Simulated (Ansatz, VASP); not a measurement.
Ta: VASP beside Ansatz

```
Ta
1.0
    -1.73157    1.73157    1.47183
     1.73157   -1.73157    1.47183
     1.73157    1.73157   -1.47183
Ta
1
Direct
  0.00000 0.00000 0.00000
```

Alike in both runs: task single point; functional PBEsol; k mesh 28 × 28 × 28; occupations gaussian, width 0.15 eV; no spin polarisation.

|  | VASP | Ansatz |
| --- | --- | --- |
| version | VASP 6.6.1 | Ansatz 0.2.0 |
| potentials or method | VASP PAW PBE potentials, release 64 (Ta_pv), cutoff 520 eV | scalar-relativistic, plane waves, PAW |
| valence electrons in the cell | 11 | 13 |

|  | VASP | Ansatz | Ansatz less VASP |
| --- | --- | --- | --- |
| gap on the k mesh at the Fermi level (eV) | none | none | - |
| pressure (GPa) | 3.0 | 2.8 | -0.17 |
| traceless stress, the component that is largest in VASP (GPa) | 9.33 | 9.37 | +0.047 |

VASP's potentials were made for PBE, not for PBEsol. A gap of «none» marks a metal or a gap that the smearing closes. VASP's potentials hold 11 valence electrons a cell and Ansatz's 13, so a difference there can come from the potentials and not from the codes.

Neither program's run includes spin-orbit coupling.
